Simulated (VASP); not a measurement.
# Pb (Fm-3m) in VASP: elastic constants with PBEsol

Aim: the elastic constants of Pb with PBEsol.

Everything below comes from runs of VASP 6.6.1. Logs are shortened: lines on timing, memory, paths and dates and some standing lists are left out, and cuts for length are marked.

### Step 1. The cell of the first run

It takes space group Fm-3m (No. 225, cubic). The conventional cell has a = 4.902 Å, b = 4.902 Å, c = 4.902 Å, α = 90.00°, β = 90.00°, γ = 90.00°. Within 4.6 Å of Pb (site symmetry m-3m) lie 12 Pb at 3.47 Å.

### Step 2. Elastic constants, PBEsol

INCAR reads:

```
SYSTEM = Pb
ALGO = Normal
EDIFF = 1E-8
ENCUT = 600
GGA = PS
IBRION = 6
ISIF = 3
ISMEAR = -1
LASPH = .True.
LCHARG = .True.
LREAL = .False.
LWAVE = .False.
NBANDS = 13
NELM = 100
NFREE = 2
NSW = 1
POTIM = 0.015
PREC = Accurate
SIGMA = 0.1
```

KPOINTS reads:

```
k-points
0
Gamma
  20 20 20
  0 0 0
```

POSCAR reads:

```
Pb
1.0
    0.0000000000      2.4508916363      2.4508916363
    2.4508916363      0.0000000000      2.4508916363
    2.4508916363      2.4508916363      0.0000000000
Pb
1
Direct
    0.0000000000      0.0000000000      0.0000000000
```

Potentials or basis: VASP PAW PBE potentials, release 64 (Pb_d).

Run with:

```bash
> cat potpaw_PBE.64/Pb_d/POTCAR > POTCAR
> mpirun -np 1 vasp_std > vasp.out
```

OUTCAR:

```text
SYSTEM = Pb
   EDIFF = 1E-8
   ENCUT = 600
   GGA = PS
   IBRION = 6
   ISIF = 3
   ISMEAR = -1
   LASPH = .True.
   LREAL = .False.
   NELM = 100
   NFREE = 2
   NSW = 1
   POTIM = 0.015
   PREC = Accurate

 ion  position               nearest neighbor table
   1  0.000  0.000  0.000-

  LATTYP: Found a face centered cubic cell.
 ALAT       =     4.9017832726

  Lattice vectors:

 A1 = (   0.0000000000,   2.4508916363,   2.4508916363)
 A2 = (   2.4508916363,   0.0000000000,   2.4508916363)
 A3 = (   2.4508916363,   2.4508916363,   0.0000000000)

Analysis of symmetry for initial positions (statically):
=====================================================================
 Subroutine PRICEL returns:
 Original cell was already a primitive cell.

 Routine SETGRP: Setting up the symmetry group for a
 face centered cubic supercell.

 Subroutine GETGRP returns: Found 48 space group operations
 (whereof 48 operations were pure point group operations)
 out of a pool of 48 trial point group operations.

The static configuration has the point symmetry O_h .

Analysis of symmetry for dynamics (positions and initial velocities):
=====================================================================
 Subroutine PRICEL returns:
 Original cell was already a primitive cell.

 Routine SETGRP: Setting up the symmetry group for a
 face centered cubic supercell.

 Subroutine GETGRP returns: Found 48 space group operations
 (whereof 48 operations were pure point group operations)
 out of a pool of 48 trial point group operations.

The dynamic configuration has the point symmetry O_h .

 Subroutine INISYM returns: Found 48 space group operations
 (whereof 48 operations are pure point group operations),
 and found     1 'primitive' translations

----------------------------------------------------------------------------------------

                                     Primitive cell

  volume of cell :      29.4444

  direct lattice vectors                    reciprocal lattice vectors
     0.000000000  2.450891636  2.450891636    -0.204007388  0.204007388  0.204007388
     2.450891636  0.000000000  2.450891636     0.204007388 -0.204007388  0.204007388
     2.450891636  2.450891636  0.000000000     0.204007388  0.204007388 -0.204007388

  length of vectors
     3.466084192  3.466084192  3.466084192     0.353351160  0.353351160  0.353351160

  position of ions in fractional coordinates (direct lattice)
     0.000000000  0.000000000  0.000000000

  ion indices of the primitive-cell ions
   primitive index   ion index
                 1           1

----------------------------------------------------------------------------------------

 KPOINTS: k-points

Automatic generation of k-mesh.
 Grid dimensions read from file:
 generate k-points for:   20   20   20

 Generating k-lattice:

  Cartesian coordinates                     Fractional coordinates (reciprocal lattice)
    -0.010200369  0.010200369  0.010200369     0.050000000  0.000000000  0.000000000
     0.010200369 -0.010200369  0.010200369     0.000000000  0.050000000  0.000000000
     0.010200369  0.010200369 -0.010200369     0.000000000  0.000000000  0.050000000

  Length of vectors
[... 99 lines left out ...]
  ext. energy  EPLUGINS =         0.00000000
  ---------------------------------------------------
  free energy    TOTEN  =        -4.00620097 eV

  energy without entropy =       -3.99001618  energy(sigma->0) =       -3.99810858

------------------------ aborting loop because EDIFF is reached ----------------------------------------

  FORCE on cell =-STRESS in cart. coord.  units (eV):
  Direction    XX          YY          ZZ          XY          YZ          ZX
  --------------------------------------------------------------------------------------
  -------------------------------------------------------------------------------------
  Total        0.1817726      0.1817726      0.1817726     -0.0000000     -0.0000000      0.0000000
  in kB        9.8909177      9.8909177      9.8909177     -0.0000000     -0.0000000      0.0000000
  external PRESSURE =       9.8909177 kB  Pullay stress =       0.0000000 kB
[... 86 lines left out ...]
  FREE ENERGIE OF THE ION-ELECTRON SYSTEM (eV)
  ---------------------------------------------------
  free  energy   TOTEN  =        -4.0022070833 eV

  energy  without entropy=       -3.9862693136  energy(sigma->0) =       -3.99423820

[... ionic steps 4 to 12 ...]

--------------------------------------- Ionic step       13  -------------------------------------------

 number of electron      13.9999999 magnetization

------------------------ aborting loop because EDIFF is reached ----------------------------------------
[... 65 lines left out ...]
--------------------------------------- Ionic step       15  -------------------------------------------

 number of electron      14.0000000 magnetization

 Free energy of the ion-electron system (eV)
  ---------------------------------------------------
  ext. energy  EPLUGINS =         0.00000000
  ---------------------------------------------------
  free energy    TOTEN  =        -4.00620186 eV

  energy without entropy =       -3.99001707  energy(sigma->0) =       -3.99810946

 E-fermi :   7.4740     XC(G=0): -10.4830

 val. band max:        7.4630830479   @ k =  -0.2000   0.3500   0.1500
 cond. band min:       7.4933011536   @ k =  -0.2000   0.2000   0.0500
 fundamental gap:      0.0302181057
 Fermi energy:         7.4740236217

 k-point     1 :       0.0000    0.0000    0.0000
  band No.  band energies     occupation
      1      -9.5756      2.00000
      2      -9.5756      2.00000
      3      -9.5756      2.00000
      4      -9.4207      2.00000
      5      -9.4207      2.00000
      6      -4.5382      2.00000
      7      15.0791      0.00000
      8      15.0791      0.00000
      9      15.0791      0.00000
     10      17.2151      0.00000
     11      19.1266      0.00000
     12      20.1331      0.00000
     13      20.1331      0.00000
[... 354 lines left out ...]
  band No.  band energies     occupation
      1      -9.5997      2.00000
      2      -9.5516      2.00000
      3      -9.5475      2.00000
      4      -9.3264      2.00000
      5      -9.3043      2.00000
      6      -1.9076      2.00000
      7       5.0707      2.00000
      8      12.6309      0.00000
      9      13.6554      0.00000
     10      16.6539      0.00000
     11      17.7129      0.00000
     12      19.0034      0.00000
     13      20.0169      0.00000

 [... further k-points ...]

------------------------ aborting loop because EDIFF is reached ----------------------------------------

  FORCE on cell =-STRESS in cart. coord.  units (eV):
  Direction    XX          YY          ZZ          XY          YZ          ZX
  --------------------------------------------------------------------------------------
  -------------------------------------------------------------------------------------
  Total        0.1816829      0.1816829      0.1816829     -0.0000000      0.0000000     -0.0000000
  in kB        9.8860384      9.8860384      9.8860384     -0.0000000      0.0000000     -0.0000000
  external PRESSURE =       9.8860384 kB  Pullay stress =       0.0000000 kB
[... 16 lines left out ...]
  FREE ENERGIE OF THE ION-ELECTRON SYSTEM (eV)
  ---------------------------------------------------
  free  energy   TOTEN  =        -4.0062018585 eV

  energy  without entropy=       -3.9900170659  energy(sigma->0) =       -3.99810946

 INTERNAL STRAIN TENSORS FROM STRAINED CELLS
 ============================================

 INTERNAL STRAIN TENSOR FOR ION    1 for displacements in x,y,z  (eV/Angst):
          X           Y           Z          XY          YZ          ZX
  --------------------------------------------------------------------------------
  x     0.00000     0.00000     0.00000     0.00000     0.00000     0.00000
  y     0.00000     0.00000    -0.00000     0.00000     0.00000     0.00000
  z    -0.00000     0.00000    -0.00000     0.00000     0.00000     0.00000

 INTERNAL STRAIN TENSORS FROM DISPLACED ATOMS
 ============================================

 INTERNAL STRAIN TENSOR FOR ION    1 for displacements in x,y,z  (eV/Angst):
          X           Y           Z          XY          YZ          ZX
  --------------------------------------------------------------------------------
  x     0.00000     0.00000     0.00000     0.00000     0.00000     0.00000
  y     0.00000     0.00000     0.00000     0.00000     0.00000     0.00000
  z     0.00000     0.00000     0.00000     0.00000     0.00000     0.00000

 Eigenvectors and eigenvalues of the dynamical matrix
 ----------------------------------------------------

   1 f/i=    0.000000 THz     0.000000 2PiTHz    0.000000 cm-1     0.000000 meV
             X         Y         Z           dx          dy          dz
      0.000000  0.000000  0.000000     0.707107   -0.707107    0.000000

   2 f/i=    0.000000 THz     0.000000 2PiTHz    0.000000 cm-1     0.000000 meV
             X         Y         Z           dx          dy          dz
      0.000000  0.000000  0.000000    -0.707107   -0.707107    0.000000

   3 f/i=    0.000000 THz     0.000000 2PiTHz    0.000000 cm-1     0.000000 meV
             X         Y         Z           dx          dy          dz
      0.000000  0.000000  0.000000     0.000000    0.000000    1.000000

--------------------------------------------------------------------------------------------------------

 ELASTIC MODULI CONTR FROM IONIC RELAXATION (kBar)
 Direction    XX          YY          ZZ          XY          YZ          ZX
 --------------------------------------------------------------------------------
 XX           0.0000      0.0000      0.0000      0.0000      0.0000      0.0000
 YY           0.0000      0.0000      0.0000      0.0000      0.0000      0.0000
 ZZ           0.0000      0.0000      0.0000      0.0000      0.0000      0.0000
 XY           0.0000      0.0000      0.0000      0.0000      0.0000      0.0000
 YZ           0.0000      0.0000      0.0000      0.0000      0.0000      0.0000
 ZX           0.0000      0.0000      0.0000      0.0000      0.0000      0.0000
 --------------------------------------------------------------------------------

 TOTAL ELASTIC MODULI (kBar)
 Direction    XX          YY          ZZ          XY          YZ          ZX
 --------------------------------------------------------------------------------
 XX         589.6153    476.1197    476.1197     -0.0000     -0.0000      0.0000
 YY         476.1197    589.6153    476.1197     -0.0000      0.0000     -0.0000
 ZZ         476.1197    476.1197    589.6153      0.0000     -0.0000      0.0000
 XY          -0.0000     -0.0000      0.0000    211.2148      0.0000      0.0000
 YZ          -0.0000      0.0000     -0.0000      0.0000    211.2148      0.0000
 ZX           0.0000     -0.0000      0.0000      0.0000      0.0000    211.2148
 --------------------------------------------------------------------------------
```

Wall time 1.6 h (1 thread of Oxide Virtual Turin-like, shared host); peak memory 1.4 GiB.

What came out:

```
Elastic constants C11, C12, C44 : 59, 48, 21 GPa
Voigt bulk modulus              : 51 GPa
```

Elastic tensor in Voigt notation (GPa, in the Cartesian axes of the cell as first typed):
```
59 48 48  0  0  0
48 59 48  0  0  0
48 48 59  0  0  0
 0  0  0 21  0  0
 0  0  0  0 21  0
 0  0  0  0  0 21
```

Clamped-ion elastic tensor (GPa):
```
59 48 48  0  0  0
48 59 48  0  0  0
48 48 59  0  0  0
 0  0  0 21  0  0
 0  0  0  0 21  0
 0  0  0  0  0 21
```

Caveat: the PAW data sets were made with another functional, which shifts forces and pressure a little; spin-orbit coupling is left out, which moves the levels of the heavy elements.
